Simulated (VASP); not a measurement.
A run of VASP 6.6.1:

INCAR

```
SYSTEM = ZnSe5
PREC = Accurate ; ENCUT = 520
EDIFF = 1E-6 ; ISMEAR = 0
SIGMA = 0.1 ; LREAL = .False.
LASPH = .True. ; NELM = 100
ALGO = Normal ; ISIF = 2
LWAVE = .False. ; LCHARG = .False.
GGA = PE ; NBANDS = 30
```

KPOINTS

```
Automatic mesh
0
Gamma
  12 12 6
  0 0 0
```

POSCAR

```
ZnSe5
1.0
    4.6854938552      0.0000000000      0.0000000000
   -2.3427469276      4.0577567079      0.0000000000
    0.0000000000      0.0000000000      6.6939229520
Zn Se
1 5
Direct
    0.0000000000      0.0000000000      0.0000000000
    0.3333333333      0.6666666667      0.7674089437
    0.3333333333      0.6666666667      0.2325910563
    0.6666666667      0.3333333333      0.2325910563
    0.6666666667      0.3333333333      0.7674089437
    0.0000000000      0.0000000000      0.5000000000
```

Potentials or basis: VASP PAW PBE potentials, release 64 (Zn, Se).

Command:

```bash
$ cat potpaw_PBE.64/Zn/POTCAR potpaw_PBE.64/Se/POTCAR > POTCAR
$ mpirun -np 1 vasp_std > vasp.out
```

Hardware: 1 thread of Intel(R) Xeon(R) 6975P-C (Granite Rapids), with other jobs on the host.

Question: How long does it take, and how much memory?

Answer: Wall time 110 s on 1 thread of Intel(R) Xeon(R) 6975P-C (Granite Rapids) (shared host), peak memory 0.4 GiB. Counts: scf iterations 13, k points 76.
